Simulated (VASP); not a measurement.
Runs of VASP 6.6.1 on FeO (rock salt type). The structure is that of space group Fm-3m (No. 225), or close to it. The cells are those of the table. 

```tsv
level	cell	k mesh	smearing	gap on the mesh (eV)	pressure (GPa)
r2SCAN	a = 2.815 Å, angles 60.0°, 2 atoms	14 × 14 × 14	fermi-dirac 0.1 eV	none	(a)
r2SCAN	a = 2.845 Å, angles 60.0°, 2 atoms	14 × 14 × 14	fermi-dirac 0.1 eV	none	(b)
r2SCAN	a = 2.932 Å, angles 60.0°, 2 atoms	14 × 14 × 14	fermi-dirac 0.1 eV	0.12	-9.5
PBE	a = 2.913 Å, angles 60.0°, 2 atoms	46 × 46 × 46	fermi-dirac 0.0612256 eV	none	-3.4
r2SCAN	a = 2.874 Å, angles 60.0°, 2 atoms	14 × 14 × 14	fermi-dirac 0.1 eV	none	4.9
```

Alike in all rows: task single point; potentials or basis VASP PAW PBE potentials, release 64 (Fe, O); no spin polarisation; cutoff (eV) 520.

Task: Fill in the values left out.

Result: (a) 25.1; (b) 14.2.

Caveats: the run has no spin polarisation, though such a crystal can be magnetic; the PAW data sets were made with another functional, which shifts forces and pressure a little (at least some runs); semilocal functionals often make such compounds metallic where correlation or magnetic order opens a gap, which also shifts bond lengths (at least some runs); the cell stands under pressure (at least some runs); the cell stands under tension (at least some runs); the smearing spreads over this small gap (at least some runs).

A k mesh can miss the band edges.

A gap of «none» marks levels without a gap at the run's occupations.
